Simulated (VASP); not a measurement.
# TiC: single point with RPBE

The system is TiC.

```
CELL_PARAMETERS angstrom
0.00000 2.16572 2.16572
2.16572 0.00000 2.16572
2.16572 2.16572 0.00000
ATOMIC_POSITIONS crystal
Ti 0.00000 0.00000 0.00000
C 0.50000 0.50000 0.50000
```

* Program: VASP 6.6.1
* Task: single point
* Functional: RPBE
* Potentials or basis: VASP PAW PBE potentials, release 64 (Ti_sv, C)
* Cutoff: 520 eV
* k mesh: 11 × 11 × 11
* Occupations: methfessel-paxton, width 0.05 eV
* Spin: no spin polarisation
* Dipole correction: no
* k mesh for the DOS: 17 × 17 × 17
* Occupations for the DOS: tetrahedron
* Further INCAR settings: ALGO = Normal; EDIFF = 1e-06; NBANDS = 15; ISYM = 0

```
Valence electrons inside the program's atomic spheres : Ti 10.38; C 2.41
```

Levels at points of the mesh, in eV from the Fermi level:
```
           k point  band 5  band 6  band 7  band 8  band 9  band 10  band 11  band 12
(0.00, 0.00, 0.00)  -12.49    0.69    0.69    0.69    1.65     1.65     1.65     1.68
```

Run time: 12 min on 1 thread of Intel Xeon 8259CL (shared host), peak memory 0.82 GiB.
